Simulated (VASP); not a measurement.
Wanted: the native input for a VASP 6.6.1 run.

| Item | Value |
| --- | --- |
| Task | single point |
| Functional | PBE |
| Potentials or basis | VASP PAW PBE potentials, release 64 (Zr_sv, H, Cl) |
| Cutoff | 520 eV |
| k mesh | 8 × 8 × 8 |
| Occupations | gaussian, width 0.1 eV |
| Spin | collinear spin |
| Starting moments | [0.54, -0.28, 0.0, 0.0, 0.0, 0.0] μB |
| Dipole correction | no |
| Further INCAR settings | ALGO = Normal; EDIFF = 1e-07; NBANDS = 34 |

The structure of ZrHCl4 lies in POSCAR:

```
ZrHCl4
1.0
    0.0000000000      3.9368959299      3.9368959299
    3.9368959299      0.0000000000      3.9368959299
    3.9368959299      3.9368959299      0.0000000000
Zr H Cl
1 1 4
Direct
    0.5000000000      0.5000000000      0.5000000000
    0.7500000000      0.7500000000      0.7500000000
    0.1250430462      0.1250430462      0.6248708613
    0.1250430462      0.1250430462      0.1250430462
    0.1250430462      0.6248708613      0.1250430462
    0.6248708613      0.1250430462      0.1250430462
```

The cell was built from a structure type or drawn by symmetry, and may not be a known phase.

These files were run (other wordings do the same):

INCAR

```
SYSTEM = ZrHCl4
ALGO = Normal
EDIFF = 1E-7
ENCUT = 520
GGA = PE
ISIF = 2
ISMEAR = 0
ISPIN = 2
LASPH = .True.
LCHARG = .False.
LMAXMIX = 4
LORBIT = 11
LREAL = .False.
LWAVE = .False.
MAGMOM = 0.54 -0.28 0 0 0 0
NBANDS = 34
NELM = 150
PREC = Accurate
SIGMA = 0.1
```

KPOINTS

```
k-points
0
Gamma
  8 8 8
  0 0 0
```

Potentials or basis: VASP PAW PBE potentials, release 64 (Zr_sv, H, Cl).

The run is started by

```sh
$ cat potpaw_PBE.64/Zr_sv/POTCAR potpaw_PBE.64/H/POTCAR potpaw_PBE.64/Cl/POTCAR > POTCAR
$ mpirun -np 1 vasp_std > vasp.out
```

It gave:

```json
{"Pressure": "-0.7 GPa", "Largest force": "0.008 eV/Å", "Net moment": "0.00 μB per cell", "Valence electrons inside the program's atomic spheres": "Zr 9.25; H 0.40; Cl 5.03"}
```

Wall time 8.6 min on 1 thread of AMD EPYC 7R13 Processor (Zen 3), on a shared host, peak memory 0.39 GiB.
